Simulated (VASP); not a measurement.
# SnO2 (R-3m) in VASP: further runs

The runs below take SnO2 through single point, with PBEsol.

Everything below comes from runs of VASP 6.6.1. Logs are shortened: lines on timing, memory, paths and dates and some standing lists are left out, and cuts for length are marked.

**1. The cell of the first run**

Symmetry: R-3m, No. 166, trigonal system. Conventional cell: a = 3.123 Å, b = 3.123 Å, c = 12.868 Å, α = 90.00°, β = 90.00°, γ = 120.00°. Sn (site symmetry -3m) has 6 O at 2.17 Å within 2.9 Å. O (site symmetry 3m) has 3 Sn at 2.17 Å and 3 O at 2.60 Å within 2.9 Å.

**2. Single point, PBEsol**

INCAR

```
ALGO = Normal ; EDIFF = 1E-7
ENCUT = 520 ; GGA = PS
ISIF = 2 ; ISMEAR = 0
LASPH = T ; LCHARG = F
LREAL = F ; LWAVE = F
NBANDS = 20 ; NELM = 100
PREC = Accurate ; SIGMA = 0.05
```

KPOINTS

```
k-points
0
Gamma
  12 12 12
```

POSCAR

```
SnO2
1.0
    1.5613801911      0.9014632736      4.2894384516
   -1.5613801911      0.9014632736      4.2894384516
    0.0000000000     -1.8029265473      4.2894384516
Sn O
1 2
Direct
    0.5000000000      0.5000000000      0.5000000000
    0.2604838868      0.2604838868      0.2604838868
    0.7395161132      0.7395161132      0.7395161132
```

Potentials or basis: VASP PAW PBE potentials, release 64 (Sn_d, O).

Command:

```sh
$ cat potpaw_PBE.64/Sn_d/POTCAR potpaw_PBE.64/O/POTCAR > POTCAR
$ mpirun -np 1 vasp_std > vasp.out
```

OUTCAR:

```text
EDIFF = 1E-7
   ENCUT = 520
   GGA = PS
   ISIF = 2
   ISMEAR = 0
   LASPH = T
   LREAL = F
   NELM = 100
   PREC = Accurate

 ion  position               nearest neighbor table
   1  0.500  0.500  0.500-   2 2.17   2 2.17   3 2.17   3 2.17   2 2.17   3 2.17
   2  0.260  0.260  0.260-   1 2.17   1 2.17   1 2.17
   3  0.740  0.740  0.740-   1 2.17   1 2.17   1 2.17

  LATTYP: Found a trigonal (rhomboedric) cell.
 ALAT       =     4.6529373910
 COS(alpha) =     0.7747872837

  Lattice vectors:

 A1 = (   1.5613801911,   0.9014632736,   4.2894384516)
 A2 = (  -1.5613801911,   0.9014632736,   4.2894384516)
 A3 = (   0.0000000000,  -1.8029265473,   4.2894384516)

Analysis of symmetry for initial positions (statically):
=====================================================================
 Subroutine PRICEL returns:
 Original cell was already a primitive cell.

 Routine SETGRP: Setting up the symmetry group for a
 trigonal (rhombohedral) supercell.

 Subroutine GETGRP returns: Found 12 space group operations
 (whereof 12 operations were pure point group operations)
 out of a pool of 12 trial point group operations.

The static configuration has the point symmetry D_3d.

Analysis of symmetry for dynamics (positions and initial velocities):
=====================================================================
 Subroutine PRICEL returns:
 Original cell was already a primitive cell.

 Routine SETGRP: Setting up the symmetry group for a
 trigonal (rhombohedral) supercell.

 Subroutine GETGRP returns: Found 12 space group operations
 (whereof 12 operations were pure point group operations)
 out of a pool of 12 trial point group operations.

The dynamic configuration has the point symmetry D_3d.

 Subroutine INISYM returns: Found 12 space group operations
 (whereof 12 operations are pure point group operations),
 and found     1 'primitive' translations

----------------------------------------------------------------------------------------

                                     Primitive cell

  volume of cell :      36.2250

  direct lattice vectors                    reciprocal lattice vectors
     1.561380191  0.901463274  4.289438452     0.320229501  0.184884589  0.077710250
    -1.561380191  0.901463274  4.289438452    -0.320229501  0.184884589  0.077710250
     0.000000000 -1.802926547  4.289438452     0.000000000 -0.369769178  0.077710250

  length of vectors
     4.652937391  4.652937391  4.652937391     0.377846699  0.377846699  0.377846699

  position of ions in fractional coordinates (direct lattice)
     0.500000000  0.500000000  0.500000000
     0.260483887  0.260483887  0.260483887
     0.739516113  0.739516113  0.739516113

  ion indices of the primitive-cell ions
   primitive index   ion index
                 1           1
                 2           2
                 3           3

----------------------------------------------------------------------------------------

 KPOINTS: k-points

Automatic generation of k-mesh.
 Grid dimensions read from file:
 generate k-points for:   12   12   12

 Generating k-lattice:

  Cartesian coordinates                     Fractional coordinates (reciprocal lattice)
     0.026685792  0.015407049  0.006475854     0.083333333 -0.000000000 -0.000000000
    -0.026685792  0.015407049  0.006475854    -0.000000000  0.083333333 -0.000000000
     0.000000000 -0.030814098  0.006475854     0.000000000  0.000000000  0.083333333

  Length of vectors
     0.031487225  0.031487225  0.031487225

  Shift w.r.t. Gamma in fractional coordinates (k-lattice)
     0.000000000  0.000000000  0.000000000

 Subroutine IBZKPT returns following result:
 ===========================================

 Found    189 irreducible k-points:

 Following reciprocal coordinates:
            Coordinates               Weight
  0.000000  0.000000  0.000000      1.000000
  0.083333  0.000000  0.000000      6.000000
  0.166667  0.000000  0.000000      6.000000
  0.250000 -0.000000  0.000000      6.000000
  0.333333  0.000000  0.000000      6.000000
  0.416667  0.000000  0.000000      6.000000
[... 16 lines left out ...]
  0.500000  0.166667 -0.000000     12.000000
 -0.416667  0.166667  0.000000     12.000000
 [... further k-points ...]
   k-points           NKPTS =    189   k-points in BZ     NKDIM =    189   number of bands    NBANDS=     20
   number of dos      NEDOS =    301   number of ions     NIONS =      3
   total plane-waves  NPLWV =  46656
   dimension x,y,z NGX =    36 NGY =   36 NGZ =   36
   dimension x,y,z NGXF=    72 NGYF=   72 NGZF=   72
   ions per type =               1   2
   NGX,Y,Z   is equivalent  to a cutoff of  12.86, 12.86, 12.86 a.u.
   NGXF,Y,Z  is equivalent  to a cutoff of  25.73, 25.73, 25.73 a.u.
 SYSTEM =  unknown system
   PREC   = accura    normal or accurate (medium, high low for compatibility)
   ISTART =      0    job   : 0-new  1-cont  2-samecut
   ICHARG =      2    charge: 1-file 2-atom 10-const
   ISPIN  =      1    spin polarized calculation?
   LNONCOLLINEAR =      F non collinear calculations
   LSORBIT =      F    spin-orbit coupling
   LASPH  =      T    aspherical Exc in radial PAW
   ENCUT  =  520.0 eV  38.22 Ry    6.18 a.u.   8.65  8.65  8.65*2*pi/ulx,y,z
   NELM   =    100;   NELMIN=  2; NELMDL= -5     # of ELM steps
   EDIFF  = 0.1E-06   stopping-criterion for ELM
   LREAL  =      F    real-space projection
   EDIFFG = 0.1E-05   stopping-criterion for IOM
   NSW    =      0    number of steps for IOM
   IBRION =     -1    ionic relax: 0-MD 1-quasi-New 2-CG
   NFREE  =      0    steps in history (QN), initial steepest desc. (CG)
   ISIF   =      2    stress and relaxation
   ISYM   =      2    0-nonsym 1-usesym 2-fastsym
   POTIM  = 0.5000    time-step for ionic-motion
   TEBEG  =    0.0;   TEEND  =   0.0 temperature during run
   PSTRESS=    0.0 pullay stress
   NELECT =      26.0000    total number of electrons
   NUPDOWN=      -1.0000    fix difference up-down
   EMIN   =  10.00;   EMAX   =-10.00  energy-range for DOS
   EFERMI =   0.00;   METHOD = LEGACY
   ISMEAR =     0;   SIGMA  =   0.05  broadening in eV -4-tet -1-fermi 0-gaus
   EFERMI_NEDOS =   21; number of points for ismear=-14 and -15
   IALGO  =     38    algorithm
   IMIX   =      4    mixing-type and parameters
     AMIX     =   0.40;   BMIX     =  1.00
     AMIX_MAG =   1.60;   BMIX_MAG =  1.00
  volume/ion in A,a.u.               =      12.07        81.49
  Fermi-wavevector in a.u.,A,eV,Ry     =   1.465761  2.769887 29.231507  2.148455
  Thomas-Fermi vector in A             =   2.581579
   LORBIT       =      0    0 simple, 1 ext, 2 COOP (PROOUT), +10 PAW based schemes
   GGA     = PS    functional components
   LHFCALC =     F    Hartree Fock is set to
   AEXX    =    0.0000 exact exchange contribution
   IVDW    =     0    specifies the selected vdW correction
   LEPSILON=     F    determine dielectric tensor
   LRPA    =     F    only Hartree local field effects (RPA)
 non-spin polarized calculation
 Gauss-broadening in eV      SIGMA  =   0.05
  energy-cutoff  :      520.00
  volume of cell :       36.22
 maximum number of plane-waves:       991
   NGX = 17   NGY = 17   NGZ = 17

 number of electron      26.0000003 magnetization

 Free energy of the ion-electron system (eV)
  ---------------------------------------------------
  ext. energy  EPLUGINS =         0.00000000
  ---------------------------------------------------
  free energy    TOTEN  =       -18.69711938 eV

  energy without entropy =      -18.69711938  energy(sigma->0) =      -18.69711938

 E-fermi :   6.0146     XC(G=0): -11.5884

 val. band max:        5.7574988085   @ k =   0.3333   0.3333   0.0000
 cond. band min:       6.9777340627   @ k =   0.0000   0.0000   0.0000
 fundamental gap:      1.2202352542
 Fermi energy:         6.0146428050

 k-point     1 :       0.0000    0.0000    0.0000
  band No.  band energies     occupation
      1     -14.4127      2.00000
      2     -14.4127      2.00000
      3     -14.4120      2.00000
      4     -14.1506      2.00000
      5     -14.1506      2.00000
      6     -12.7406      2.00000
[... 12 lines left out ...]
     19      22.4177      0.00000
     20      22.4177      0.00000

 k-point     2 :       0.0833    0.0000    0.0000
  band No.  band energies     occupation
      1     -14.4503      2.00000
      2     -14.3921      2.00000
      3     -14.3874      2.00000
      4     -14.1844      2.00000
      5     -14.1542      2.00000
      6     -12.6697      2.00000
[... 12 lines left out ...]
     19      21.0501      0.00000
     20      22.5474      0.00000

 k-point     3 :       0.1667    0.0000    0.0000
  band No.  band energies     occupation
      1     -14.5714      2.00000
      2     -14.3362      2.00000
      3     -14.3283      2.00000
      4     -14.2448      2.00000
      5     -14.1629      2.00000
      6     -12.4487      2.00000
[... 12 lines left out ...]
     19      19.8108      0.00000
     20      22.9852      0.00000

 k-point     4 :       0.2500   -0.0000    0.0000
  band No.  band energies     occupation
      1     -14.7503      2.00000
      2     -14.3200      2.00000
      3     -14.2647      2.00000
      4     -14.2296      2.00000
      5     -14.1688      2.00000
      6     -12.0817      2.00000
[... 12 lines left out ...]
     19      19.6106      0.00000
     20      23.5807      0.00000

 k-point     5 :       0.3333    0.0000    0.0000
  band No.  band energies     occupation
      1     -14.9231      2.00000
      2     -14.3577      2.00000
      3     -14.2249      2.00000
      4     -14.1627      2.00000
      5     -14.1415      2.00000
      6     -11.6193      2.00000
[... 12 lines left out ...]
     19      19.4853      0.00000
     20      23.0382      0.00000
[... 353 lines left out ...]
      6     -11.8011      2.00000
[... 12 lines left out ...]
     19      20.4198      0.00000
     20      21.5499      0.00000

 k-point    22 :       0.4167    0.1667    0.0000
  band No.  band energies     occupation
      1     -14.8702      2.00000
      2     -14.3867      2.00000
      3     -14.3173      2.00000
      4     -14.2081      2.00000
      5     -14.1011      2.00000
      6     -11.3047      2.00000
[... 12 lines left out ...]
     19      20.5185      0.00000
     20      21.5267      0.00000

 k-point    23 :       0.5000    0.1667   -0.0000
  band No.  band energies     occupation
      1     -14.9485      2.00000
      2     -14.3953      2.00000
      3     -14.3343      2.00000
      4     -14.1719      2.00000
      5     -14.0918      2.00000
      6     -10.8367      2.00000
[... 12 lines left out ...]
     19      20.0397      0.00000
     20      22.4069      0.00000

 k-point    24 :      -0.4167    0.1667    0.0000
  band No.  band energies     occupation
      1     -14.9739      2.00000
      2     -14.3987      2.00000
      3     -14.3426      2.00000
      4     -14.1403      2.00000
      5     -14.1045      2.00000
      6     -10.6790      2.00000
[... 12 lines left out ...]
     19      19.6886      0.00000
     20      22.8065      0.00000

 [... further k-points ...]

------------------------ aborting loop because EDIFF is reached ----------------------------------------

  FORCE on cell =-STRESS in cart. coord.  units (eV):
  Direction    XX          YY          ZZ          XY          YZ          ZX
  --------------------------------------------------------------------------------------
  -------------------------------------------------------------------------------------
  Total        0.6097306      0.6097306     -3.9551463      0.0000000      0.0000000      0.0000000
  in kB       26.9674676     26.9674676   -174.9301801      0.0000000      0.0000000      0.0000000
  external PRESSURE =     -40.3317483 kB  Pullay stress =       0.0000000 kB

 VOLUME and BASIS-vectors are now :
 -----------------------------------------------------------------------------
  energy-cutoff  :      520.00
  volume of cell :       36.22
      direct lattice vectors                 reciprocal lattice vectors
     1.561380191  0.901463274  4.289438452     0.320229501  0.184884589  0.077710250
    -1.561380191  0.901463274  4.289438452    -0.320229501  0.184884589  0.077710250
     0.000000000 -1.802926547  4.289438452     0.000000000 -0.369769178  0.077710250

 POSITION                                       TOTAL-FORCE (eV/Angst)
 -----------------------------------------------------------------------------------
      0.00000     -0.00000      6.43416         0.000000      0.000000      0.000000
      0.00000     -0.00000      3.35199         0.000000      0.000000     -2.812128
      0.00000     -0.00000      9.51633         0.000000     -0.000000      2.812128
 -----------------------------------------------------------------------------------
    total drift:                                0.000000     -0.000000      0.000000

  FREE ENERGIE OF THE ION-ELECTRON SYSTEM (eV)
  ---------------------------------------------------
  free  energy   TOTEN  =       -18.6971193764 eV

  energy  without entropy=      -18.6971193764  energy(sigma->0) =      -18.69711938
```

It took 85 s on 1 thread of Intel Xeon 6975P-C (Granite Rapids), shared host; peak memory 0.28 GiB.

What came out:

| Property | Result |
| --- | --- |
| Free energy | -18.6971 eV |
| Pressure | -4.0 GPa |
| Largest force | 2.812 eV/Å |
| Band gap on the k mesh | 1.22 eV, indirect (least direct gap 1.28 eV) |

Forces on the atoms (eV/Å):
```
Sn   0.000  0.000  0.000
O    0.000  0.000 -2.812
O    0.000  0.000  2.812
```

Stress tensor (GPa, compression positive):
```
  2.70   0.00   0.00
  0.00   2.70   0.00
  0.00   0.00 -17.49
```

Caveat: the PAW data sets were made with another functional, which shifts forces and pressure a little; spin-orbit coupling is left out, which moves the levels of the heavy elements. A k mesh can miss the band edges.

[end of part 1 of 2]
